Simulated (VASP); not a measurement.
# Pd in VASP: notebook

Aim: see how the results for Pd move with the level of theory and the settings. Levels: RPBE, PBEsol+D3(BJ), revPBE+D3(BJ). Tasks: single point.

Everything below comes from runs of VASP 6.6.1. Logs are shortened: lines on timing, memory, paths and dates and some standing lists are left out, and cuts for length are marked.

### Step 1. The cell of the first run

Symmetry: Fm-3m, No. 225, cubic system. The conventional cell has a = 3.969 Å, b = 3.969 Å, c = 3.969 Å, α = 90.00°, β = 90.00°, γ = 90.00°. Within 3.7 Å of Pd (site symmetry m-3m) lie 12 Pd at 2.81 Å.

### Step 2. Single point, RPBE

Input file INCAR:

```
SYSTEM = Pd
PREC = Accurate ; ENCUT = 520
EDIFF = 1E-6 ; ISMEAR = -1
SIGMA = 0.05 ; LREAL = .FALSE.
LASPH = .TRUE. ; NELM = 100
ALGO = Fast ; ISIF = 2
LWAVE = .FALSE. ; LCHARG = .FALSE.
GGA = RP ; NBANDS = 11
```

Input file KPOINTS:

```
Automatic mesh
0
G
  12 12 12
  0 0 0
```

Input file POSCAR:

```
Pd
1.0
    0.0000000000      1.9846763588      1.9846763588
    1.9846763588      0.0000000000      1.9846763588
    1.9846763588      1.9846763588      0.0000000000
Pd
1
Direct
    0.0000000000      0.0000000000      0.0000000000
```

Potentials or basis: VASP PAW PBE potentials, release 64 (Pd).

Started as:

```bash
cat potpaw_PBE.64/Pd/POTCAR > POTCAR
mpirun -np 1 vasp_std > vasp.out
```

OUTCAR:

```text
SYSTEM = Pd
   PREC = Accurate
   ENCUT = 520
   EDIFF = 1E-6
   ISMEAR = -1
   LREAL = .FALSE.
   LASPH = .TRUE.
   NELM = 100
   ISIF = 2
   GGA = RP

 ion  position               nearest neighbor table
   1  0.000  0.000  0.000-

  LATTYP: Found a face centered cubic cell.
 ALAT       =     3.9693527176

  Lattice vectors:

 A1 = (   0.0000000000,   1.9846763588,   1.9846763588)
 A2 = (   1.9846763588,   0.0000000000,   1.9846763588)
 A3 = (   1.9846763588,   1.9846763588,   0.0000000000)

Analysis of symmetry for initial positions (statically):
[... 33 lines left out ...]
                                     Primitive cell

  volume of cell :      15.6350

  direct lattice vectors                    reciprocal lattice vectors
     0.000000000  1.984676359  1.984676359    -0.251930244  0.251930244  0.251930244
     1.984676359  0.000000000  1.984676359     0.251930244 -0.251930244  0.251930244
     1.984676359  1.984676359  0.000000000     0.251930244  0.251930244 -0.251930244

  length of vectors
     2.806756224  2.806756224  2.806756224     0.436355983  0.436355983  0.436355983

  position of ions in fractional coordinates (direct lattice)
     0.000000000  0.000000000  0.000000000

  ion indices of the primitive-cell ions
   primitive index   ion index
                 1           1

----------------------------------------------------------------------------------------

 KPOINTS: Automatic mesh

Automatic generation of k-mesh.
 Grid dimensions read from file:
 generate k-points for:   12   12   12

 Generating k-lattice:

  Cartesian coordinates                     Fractional coordinates (reciprocal lattice)
    -0.020994187  0.020994187  0.020994187     0.083333333  0.000000000  0.000000000
     0.020994187 -0.020994187  0.020994187     0.000000000  0.083333333  0.000000000
     0.020994187  0.020994187 -0.020994187     0.000000000  0.000000000  0.083333333

  Length of vectors
     0.036362999  0.036362999  0.036362999

  Shift w.r.t. Gamma in fractional coordinates (k-lattice)
     0.000000000  0.000000000  0.000000000

 Subroutine IBZKPT returns following result:
 ===========================================

 Found     72 irreducible k-points:

 Following reciprocal coordinates:
            Coordinates               Weight
  0.000000  0.000000  0.000000      1.000000
  0.083333  0.000000  0.000000      8.000000
  0.166667  0.000000  0.000000      8.000000
  0.250000  0.000000  0.000000      8.000000
  0.333333  0.000000  0.000000      8.000000
  0.416667  0.000000  0.000000      8.000000
[... 16 lines left out ...]
  0.500000  0.166667  0.000000     24.000000
 -0.416667  0.166667  0.000000     24.000000
 [... further k-points ...]
   k-points           NKPTS =     72   k-points in BZ     NKDIM =     72   number of bands    NBANDS=     11
   number of dos      NEDOS =    301   number of ions     NIONS =      1
   total plane-waves  NPLWV =  13824
   dimension x,y,z NGX =    24 NGY =   24 NGZ =   24
   dimension x,y,z NGXF=    48 NGYF=   48 NGZF=   48
   ions per type =               1
   NGX,Y,Z   is equivalent  to a cutoff of  14.22, 14.22, 14.22 a.u.
   NGXF,Y,Z  is equivalent  to a cutoff of  28.43, 28.43, 28.43 a.u.
 SYSTEM =  Pd
   PREC   = accura    normal or accurate (medium, high low for compatibility)
   ISTART =      0    job   : 0-new  1-cont  2-samecut
   ICHARG =      2    charge: 1-file 2-atom 10-const
   ISPIN  =      1    spin polarized calculation?
   LNONCOLLINEAR =      F non collinear calculations
   LSORBIT =      F    spin-orbit coupling
   LASPH  =      T    aspherical Exc in radial PAW
   ENCUT  =  520.0 eV  38.22 Ry    6.18 a.u.   5.22  5.22  5.22*2*pi/ulx,y,z
   NELM   =    100;   NELMIN=  2; NELMDL= -5     # of ELM steps
   EDIFF  = 0.1E-05   stopping-criterion for ELM
   LREAL  =      F    real-space projection
   EDIFFG = 0.1E-04   stopping-criterion for IOM
   NSW    =      0    number of steps for IOM
   IBRION =     -1    ionic relax: 0-MD 1-quasi-New 2-CG
   NFREE  =      0    steps in history (QN), initial steepest desc. (CG)
   ISIF   =      2    stress and relaxation
   ISYM   =      2    0-nonsym 1-usesym 2-fastsym
   POTIM  = 0.5000    time-step for ionic-motion
   TEBEG  =    0.0;   TEEND  =   0.0 temperature during run
   PSTRESS=    0.0 pullay stress
   NELECT =      10.0000    total number of electrons
   NUPDOWN=      -1.0000    fix difference up-down
   EMIN   =  10.00;   EMAX   =-10.00  energy-range for DOS
   EFERMI =   0.00;   METHOD = LEGACY
   ISMEAR =    -1;   SIGMA  =   0.05  broadening in eV -4-tet -1-fermi 0-gaus
   EFERMI_NEDOS =   21; number of points for ismear=-14 and -15
   IALGO  =     68    algorithm
   IMIX   =      4    mixing-type and parameters
     AMIX     =   0.40;   BMIX     =  1.00
     AMIX_MAG =   1.60;   BMIX_MAG =  1.00
  volume/ion in A,a.u.               =      15.64       105.51
  Fermi-wavevector in a.u.,A,eV,Ry     =   1.410507  2.665471 27.069185  1.989529
  Thomas-Fermi vector in A             =   2.532453
   LORBIT       =      0    0 simple, 1 ext, 2 COOP (PROOUT), +10 PAW based schemes
   GGA     = RP    functional components
   LHFCALC =     F    Hartree Fock is set to
   AEXX    =    0.0000 exact exchange contribution
   IVDW    =     0    specifies the selected vdW correction
   LEPSILON=     F    determine dielectric tensor
   LRPA    =     F    only Hartree local field effects (RPA)
 non-spin polarized calculation
 RMM-DIIS sequential band-by-band and
  energy-cutoff  :      520.00
  volume of cell :       15.64
 maximum number of plane-waves:       444
 NGX is ok and might be reduce to    24
   NGX = 11   NGY = 11   NGZ = 11

 number of electron      10.0000001 magnetization

 Free energy of the ion-electron system (eV)
  ---------------------------------------------------
  ext. energy  EPLUGINS =         0.00000000
  ---------------------------------------------------
  free energy    TOTEN  =        -4.63946393 eV

  energy without entropy =       -4.61845657  energy(sigma->0) =       -4.62896025

 E-fermi :   8.9051     XC(G=0): -12.7150

 val. band max:        8.9043706640   @ k =  -0.3333   0.4167   0.0833
 cond. band min:       8.9053678269   @ k =   0.5000   0.4167   0.0833
 fundamental gap:      0.0009971629
 Fermi energy:         8.9050628026

 k-point     1 :       0.0000    0.0000    0.0000
  band No.  band energies     occupation
      1       2.2863      2.00000
      2       6.3513      2.00000
      3       6.3513      2.00000
      4       6.3513      2.00000
      5       7.8057      2.00000
      6       7.8057      2.00000
      7      26.0835      0.00000
      8      30.5626      0.00000
      9      30.5626      0.00000
     10      30.5626      0.00000
     11      35.4438      0.00000

 k-point     2 :       0.0833    0.0000    0.0000
  band No.  band energies     occupation
      1       2.5241      2.00000
      2       6.2748      2.00000
      3       6.4288      2.00000
      4       6.4288      2.00000
      5       7.7716      2.00000
      6       7.7716      2.00000
      7      26.2864      0.00000
      8      29.0676      0.00000
      9      30.8066      0.00000
     10      30.8066      0.00000
     11      36.0517      0.00000

 k-point     3 :       0.1667    0.0000    0.0000
  band No.  band energies     occupation
      1       3.1712      2.00000
      2       6.1440      2.00000
      3       6.5854      2.00000
      4       6.5854      2.00000
      5       7.7510      2.00000
      6       7.7510      2.00000
      7      25.7990      0.00000
      8      27.2850      0.00000
      9      31.4190      0.00000
     10      31.4190      0.00000
     11      34.5531      0.00000

 k-point     4 :       0.2500    0.0000    0.0000
  band No.  band energies     occupation
      1       3.9068      2.00000
      2       6.3413      2.00000
      3       6.6183      2.00000
      4       6.6183      2.00000
      5       7.9476      2.00000
      6       7.9476      2.00000
      7      23.0047      0.00000
      8      27.0066      0.00000
      9      31.8475      0.00000
     10      31.8475      0.00000
     11      34.2281      0.00000

 k-point     5 :       0.3333    0.0000    0.0000
  band No.  band energies     occupation
      1       4.1795      2.00000
      2       6.4948      2.00000
      3       6.4948      2.00000
      4       7.4339      2.00000
      5       8.3572      1.99997
      6       8.3572      1.99997
      7      19.9500      0.00000
      8      26.2999      0.00000
      9      31.0458      0.00000
     10      31.0458      0.00000
     11      34.6400      0.00000
[... 211 lines left out ...]
 k-point    21 :       0.3333    0.1667    0.0000
  band No.  band energies     occupation
      1       4.6010      2.00000
      2       5.6296      2.00000
      3       6.5235      2.00000
      4       7.1200      2.00000
      5       8.5422      1.99859
      6       8.6036      1.99520
      7      22.4486      0.00000
      8      26.8385      0.00000
      9      27.2654      0.00000
     10      29.4350      0.00000
     11      34.3750      0.00000

 k-point    22 :       0.4167    0.1667    0.0000
  band No.  band energies     occupation
      1       4.6460      2.00000
      2       5.9797      2.00000
      3       6.5257      2.00000
      4       6.9944      2.00000
      5       8.8534      1.47475
      6      10.1177      0.00000
      7      19.3297      0.00000
      8      25.8602      0.00000
      9      26.9549      0.00000
     10      28.6574      0.00000
     11      36.6795      0.00000

 k-point    23 :       0.5000    0.1667    0.0000
  band No.  band energies     occupation
      1       4.6143      2.00000
      2       5.9233      2.00000
      3       6.8624      2.00000
      4       7.0157      2.00000
      5       8.9323      0.73390
      6      11.9310      0.00000
      7      16.6658      0.00000
      8      24.9873      0.00000
      9      27.2303      0.00000
     10      27.8184      0.00000
     11      36.7944      0.00000

 k-point    24 :      -0.4167    0.1667    0.0000
  band No.  band energies     occupation
      1       4.6615      2.00000
      2       5.9289      2.00000
      3       6.8000      2.00000
      4       7.2046      2.00000
      5       8.6926      1.97184
      6      12.4678      0.00000
      7      16.1483      0.00000
      8      24.3704      0.00000
      9      27.4422      0.00000
     10      28.2416      0.00000
     11      36.0765      0.00000

 [... further k-points ...]
[... 5 lines left out ...]
  --------------------------------------------------------------------------------------
  -------------------------------------------------------------------------------------
  Total        0.0924702      0.0924702      0.0924702     -0.0000000      0.0000000     -0.0000000
  in kB        9.4757462      9.4757462      9.4757462     -0.0000000      0.0000000     -0.0000000
  external PRESSURE =       9.4757462 kB  Pullay stress =       0.0000000 kB

 VOLUME and BASIS-vectors are now :
 -----------------------------------------------------------------------------
  energy-cutoff  :      520.00
  volume of cell :       15.64
      direct lattice vectors                 reciprocal lattice vectors
     0.000000000  1.984676359  1.984676359    -0.251930244  0.251930244  0.251930244
     1.984676359  0.000000000  1.984676359     0.251930244 -0.251930244  0.251930244
     1.984676359  1.984676359  0.000000000     0.251930244  0.251930244 -0.251930244

 POSITION                                       TOTAL-FORCE (eV/Angst)
 -----------------------------------------------------------------------------------
      0.00000      0.00000      0.00000        -0.000000     -0.000000      0.000000
 -----------------------------------------------------------------------------------
    total drift:                               -0.000000      0.000000     -0.000000

  FREE ENERGIE OF THE ION-ELECTRON SYSTEM (eV)
  ---------------------------------------------------
  free  energy   TOTEN  =        -4.6394639299 eV

  energy  without entropy=       -4.6184565743  energy(sigma->0) =       -4.62896025
```

It took 8 s on 1 thread of Intel Xeon Platinum 8488C (Sapphire Rapids), shared host; peak memory 0.14 GiB.

What came out:

```
Free energy            : -4.6395 eV
Pressure               : 0.9 GPa
Band gap on the k mesh : zero (band 5 reaches 9.18 eV, above the bottom of band 6 at 7.75 eV)
```

Caveat: the PAW data sets were made with another functional, which shifts forces and pressure a little.

(Part 1 of 2 ends here.)
